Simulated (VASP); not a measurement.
Set up this calculation in VASP 6.6.1, as the native input.

```yaml
Task: single point
Functional: PBE
Potentials_or_basis: VASP PAW PBE potentials, release 64 (In_d, Ag, Te)
Cutoff: 500 eV
k_mesh: 8 × 8 × 8
Occupations: fermi-dirac, width 0.15 eV
Spin: no spin polarisation
Dipole_correction: no
Further_INCAR_settings: ALGO = Normal; EDIFF = 1e-06; NBANDS = 46
```

The structure of InAgTe2 lies in POSCAR:

```
InAgTe2
1.0
   -3.2847016509      3.2847016509      6.5024888187
    3.2847016509     -3.2847016509      6.5024888187
    3.2847016509      3.2847016509     -6.5024888187
In Ag Te
2 2 4
Direct
    0.5000000000      0.5000000000      0.0000000000
    0.2500000000      0.7500000000      0.5000000000
    0.0000000000      0.0000000000      0.0000000000
    0.7500000000      0.2500000000      0.5000000000
    0.3750000000      0.3692850604      0.4942850604
    0.6307149396      0.1250000000      1.0057149396
    0.8750000000      0.8807149396      0.5057149396
    0.1192850604      0.6250000000     -0.0057149396
```

These files were run (other wordings do the same):

INCAR

```
SYSTEM = InAgTe2
ALGO = Normal
EDIFF = 1E-6
ENCUT = 500
GGA = PE
GGA_COMPAT = .FALSE.
ISIF = 2
ISMEAR = -1
LASPH = .TRUE.
LCHARG = .FALSE.
LREAL = .FALSE.
LWAVE = .FALSE.
NBANDS = 46
NELM = 120
PREC = Accurate
SIGMA = 0.15
```

KPOINTS

```
k-points
0
G
  8 8 8
  0 0 0
```

Potentials or basis: VASP PAW PBE potentials, release 64 (In_d, Ag, Te).

The run is started by

```console
$ cat potpaw_PBE.64/In_d/POTCAR potpaw_PBE.64/Ag/POTCAR potpaw_PBE.64/Te/POTCAR > POTCAR
$ mpirun -np 1 vasp_std > vasp.out
```

Results of the run:

- Pressure: 0.0 GPa
- Largest force: 0.007 eV/Å

Wall time 15 min on 1 thread of Intel(R) Xeon(R) Platinum 8375C CPU @ 2.90GHz (Ice Lake), on a shared host, peak memory 0.92 GiB.
